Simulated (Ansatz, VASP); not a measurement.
## Rh: VASP beside Ansatz

```
Rh
1.0
     0.00000    1.89785    1.89785
     1.89785    0.00000    1.89785
     1.89785    1.89785    0.00000
Rh
1
Direct
  0.00000 0.00000 0.00000
```

Alike in both runs: task single point; functional PBE; k mesh 12 × 12 × 12; occupations gaussian, width 0.015 eV; no spin polarisation.

|  | VASP | Ansatz |
| --- | --- | --- |
| version | VASP 6.6.1 | Ansatz 0.2.0 |
| potentials or method | VASP PAW PBE potentials, release 64 (Rh_pv), cutoff 520 eV | all-electron LAPW, scalar-relativistic |

|  | VASP | Ansatz | Ansatz less VASP |
| --- | --- | --- | --- |
| gap on the k mesh at the Fermi level (eV) | none | none | - |
| pressure (GPa) | 7.3 | 7.2 | -0.09 |

A gap of «none» marks a metal or a gap that the smearing closes. Ansatz ran all-electron here, and VASP with PAW potentials.
